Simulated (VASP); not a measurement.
# Ag (Fmmm) in VASP: notebook, part 2 of 2

VASP 6.6.1. Earlier steps stand in the parts before.

## 3. Single point, PBE (strain +0.0150 x Voigt [1, -1, 0, 0, 0, 0])

File INCAR:

```
ALGO = Fast ; EDIFF = 1E-7
ENCUT = 520 ; GGA = PE
ISIF = 2 ; ISMEAR = 0
LASPH = T ; LCHARG = F
LREAL = F ; LWAVE = F
NBANDS = 12 ; NELM = 80
PREC = Accurate ; SIGMA = 0.15
```

File KPOINTS:

```
k-points
0
Gamma
  24 24 24
```

File POSCAR:

```
Ag
1.0
    0.0000000000      2.0424917635      2.0735956990
    2.1046996345      0.0000000000      2.0735956990
    2.1046996345      2.0424917635      0.0000000000
Ag
1
Direct
    0.0000000000      0.0000000000      0.0000000000
```

Potentials or basis: VASP PAW PBE potentials, release 64 (Ag).

On the command line:

```sh
cat potpaw_PBE.64/Ag/POTCAR > POTCAR
mpirun -np 1 vasp_std > vasp.out
```

Wall time 18 min (1 thread of AMD EPYC 7R13, shared host); peak memory 0.47 GiB.

It converged, with:

| Item | Value |
| --- | --- |
| Free energy | -2.7196 eV |
| Pressure | -0.1 GPa |

Stress tensor (GPa, compression positive):
```
-0.63  0.00  0.00
 0.00  0.45  0.00
 0.00  0.00  0.01
```

Levels at points of the mesh, in eV from the Fermi level:
```csv
k point,band 2,band 3,band 4,band 5,band 6,band 7,band 8,band 9
"(0.00, 0.00, 0.00)",-4.79,-4.70,-4.61,-3.83,-3.67,15.88,19.02,19.18
"(0.50, 0.00, 0.00)",-4.79,-4.65,-3.04,-2.98,-0.33,3.32,15.05,17.10
"(0.50, 0.50, 0.00)",-6.08,-3.04,-2.88,-2.75,1.60,6.35,10.39,10.41
"(0.50, 0.00, 0.50)",-6.08,-3.04,-2.84,-2.78,1.85,6.72,10.13,10.13
"(0.00, 0.50, 0.50)",-6.09,-3.04,-2.86,-2.80,1.36,6.00,10.65,10.66
```

Caveat: the cell differs from its parent crystal (strain +0.0150 x Voigt [1, -1, 0, 0, 0, 0]).

## 4. Single point, PBE (strain -0.0100 x Voigt [1, -1, 0, 0, 0, 0])

File INCAR:

```
SYSTEM = Ag
ALGO = Fast
EDIFF = 1E-7
ENCUT = 520
GGA = PE
ISIF = 2
ISMEAR = 0
LASPH = .TRUE.
LCHARG = .FALSE.
LREAL = .FALSE.
LWAVE = .FALSE.
NBANDS = 12
NELM = 80
PREC = Accurate
SIGMA = 0.15
```

File KPOINTS:

```
k-points
0
G
  24 24 24
  0 0 0
```

File POSCAR:

```
Ag
1.0
    0.0000000000      2.0943316560      2.0735956990
    2.0528597420      0.0000000000      2.0735956990
    2.0528597420      2.0943316560      0.0000000000
Ag
1
Direct
    0.0000000000      0.0000000000      0.0000000000
```

Potentials or basis: VASP PAW PBE potentials, release 64 (Ag).

On the command line:

```sh
cat potpaw_PBE.64/Ag/POTCAR > POTCAR
mpirun -np 1 vasp_std > vasp.out
```

OUTCAR:

```text
SYSTEM = Ag
   EDIFF = 1E-7
   ENCUT = 520
   GGA = PE
   ISIF = 2
   ISMEAR = 0
   LASPH = .TRUE.
   LREAL = .FALSE.
   NELM = 80
   PREC = Accurate

 ion  position               nearest neighbor table
   1  0.000  0.000  0.000-

  LATTYP: Found a face centered orthorhombic cell.
 ALAT       =     4.1057194840
 B/A-ratio  =     1.0101010101
 C/A-ratio  =     1.0202020202

  Lattice vectors:

 A1 = (   0.0000000000,   2.0943316560,  -2.0735956990)
 A2 = (   2.0528597420,   2.0943316560,   0.0000000000)
 A3 = (   2.0528597420,   0.0000000000,  -2.0735956990)

Analysis of symmetry for initial positions (statically):
=====================================================================
 Subroutine PRICEL returns:
 Original cell was already a primitive cell.

 Routine SETGRP: Setting up the symmetry group for a
 face centered orthorhombic supercell.

 Subroutine GETGRP returns: Found  8 space group operations
 (whereof  8 operations were pure point group operations)
 out of a pool of  8 trial point group operations.

The static configuration has the point symmetry D_2h.

[... 163 lines left out ...]
 cond. band min:       7.8753468139   @ k =   0.5000   0.0833  -0.0000
 fundamental gap:      0.0033302164
 Fermi energy:         7.8739225881

 k-point     1 :       0.0000    0.0000    0.0000
  band No.  band energies     occupation
      1       0.3790      2.00000
      2       3.1157      2.00000
      3       3.1751      2.00000
      4       3.2320      2.00000
      5       4.0750      2.00000
      6       4.1795      2.00000
      7      23.7489      0.00000
      8      26.9456      0.00000
      9      27.0575      0.00000
     10      27.1738      0.00000
     11      31.7587      0.00000
     12      32.5505      0.00000
[... 331 lines left out ...]
 k-point    24 :       0.4583    0.0417   -0.0000
  band No.  band energies     occupation
      1       1.7471      2.00000
      2       3.1218      2.00000
      3       3.2258      2.00000
      4       4.6815      2.00000
      5       4.8492      2.00000
      6       7.0652      2.00000
      7      11.9845      0.00000
      8      22.9966      0.00000
      9      24.8663      0.00000
     10      25.3205      0.00000
     11      30.0849      0.00000
     12      30.4606      0.00000

 [... further k-points ...]
[... 5 lines left out ...]
  --------------------------------------------------------------------------------------
  -------------------------------------------------------------------------------------
  Total        0.0291057     -0.0511094     -0.0057769      0.0000000      0.0000000      0.0000000
  in kB        2.6153492     -4.5925315     -0.5190990      0.0000000      0.0000000      0.0000000
  external PRESSURE =      -0.8320938 kB  Pullay stress =       0.0000000 kB

 VOLUME and BASIS-vectors are now :
 -----------------------------------------------------------------------------
  energy-cutoff  :      520.00
  volume of cell :       17.83
      direct lattice vectors                 reciprocal lattice vectors
     0.000000000  2.094331656  2.073595699    -0.243562670  0.238739647  0.241127043
     2.052859742  0.000000000  2.073595699     0.243562670 -0.238739647  0.241127043
     2.052859742  2.094331656  0.000000000     0.243562670  0.238739647 -0.241127043

 POSITION                                       TOTAL-FORCE (eV/Angst)
 -----------------------------------------------------------------------------------
      0.00000      0.00000      0.00000         0.000000      0.000000      0.000000
 -----------------------------------------------------------------------------------
    total drift:                               -0.000000      0.000000     -0.000000

  FREE ENERGIE OF THE ION-ELECTRON SYSTEM (eV)
  ---------------------------------------------------
  free  energy   TOTEN  =        -2.7201171654 eV

  energy  without entropy=       -2.7177785145  energy(sigma->0) =       -2.71894784
```

Run time: 17 min. Hardware: 1 thread of AMD EPYC 7R13, shared host; peak memory 0.47 GiB.

What came out:

| Property | Result |
| --- | --- |
| Free energy | -2.7201 eV |
| Pressure | -0.1 GPa |

Caveat: the cell differs from its parent crystal (strain -0.0100 x Voigt [1, -1, 0, 0, 0, 0]).

## 5. Single point, PBE (strain +0.0050 x Voigt [1, -1, 0, 0, 0, 0])

File INCAR:

```
PREC = Accurate
ENCUT = 520
EDIFF = 1E-6
ISMEAR = 0
SIGMA = 0.15
LREAL = False
LASPH = True
NELM = 60
ALGO = Fast
ISIF = 2
LWAVE = False
LCHARG = False
GGA = PE
NBANDS = 12
```

File KPOINTS:

```
Automatic mesh
0
Gamma
  24 24 24
```

File POSCAR:

```
Ag
1.0
    0.0000000000      2.0632277205      2.0735956990
    2.0839636775      0.0000000000      2.0735956990
    2.0839636775      2.0632277205      0.0000000000
Ag
1
Direct
    0.0000000000      0.0000000000      0.0000000000
```

On the command line:

```sh
cat potpaw_PBE.64/Ag/POTCAR > POTCAR
mpirun -np 1 vasp_std > vasp.out
```

Run time: 16 min. Hardware: 1 thread of AMD EPYC 7R13, shared host; peak memory 0.48 GiB.

Results (log left out):

- Free energy: -2.7204 eV
- Pressure: 0.0 GPa

Stress tensor (GPa, compression positive):
```
-0.23  0.00  0.00
 0.00  0.13  0.00
 0.00  0.00 -0.04
```

Levels at points of the mesh, in eV from the Fermi level:
| k point | band 2 | band 3 | band 4 | band 5 | band 6 | band 7 | band 8 | band 9 |
| --- | --- | --- | --- | --- | --- | --- | --- | --- |
| (0.00, 0.00, 0.00) | -4.73 | -4.70 | -4.67 | -3.77 | -3.72 | 15.87 | 19.13 | 19.18 |
| (0.50, 0.00, 0.00) | -4.74 | -4.70 | -3.02 | -3.00 | -0.33 | 3.31 | 15.09 | 17.26 |
| (0.50, 0.50, 0.00) | -6.08 | -3.04 | -2.84 | -2.80 | 1.60 | 6.35 | 10.39 | 10.39 |
| (0.50, 0.00, 0.50) | -6.08 | -3.04 | -2.83 | -2.81 | 1.68 | 6.47 | 10.30 | 10.30 |
| (0.00, 0.50, 0.50) | -6.09 | -3.04 | -2.83 | -2.81 | 1.52 | 6.23 | 10.47 | 10.48 |

Caveat: the cell differs from its parent crystal (strain +0.0050 x Voigt [1, -1, 0, 0, 0, 0]).

## 6. Overview

| cell | further INCAR settings | gap on the mesh (eV) | pressure (GPa) |
| --- | --- | --- | --- |
| a = 2.962, b = 2.903, c = 2.933 Å, angles 61.0, 59.0, 60.0°, 1 atom | ALGO = Fast; EDIFF = 1e-06; NBANDS = 12 | none | 0.0 |
| a = 2.911, b = 2.955, c = 2.933 Å, angles 59.3, 60.7, 60.0°, 1 atom | ALGO = Fast; EDIFF = 1e-07; NBANDS = 12 | none | -0.1 |
| a = 2.947, b = 2.918, c = 2.933 Å, angles 60.5, 59.5, 60.0°, 1 atom | ALGO = Fast; EDIFF = 1e-07; NBANDS = 12 | none | -0.1 |
| a = 2.925, b = 2.940, c = 2.933 Å, angles 59.8, 60.2, 60.0°, 1 atom | ALGO = Fast; EDIFF = 1e-06; NBANDS = 12 | none | 0.0 |

Alike in all rows: task single point; level PBE; potentials or basis VASP PAW PBE potentials, release 64 (Ag); no spin polarisation; k mesh 24 × 24 × 24; cutoff (eV) 520; smearing gaussian 0.15 eV.

Absolute energies hang on the potentials; compare differences alone.
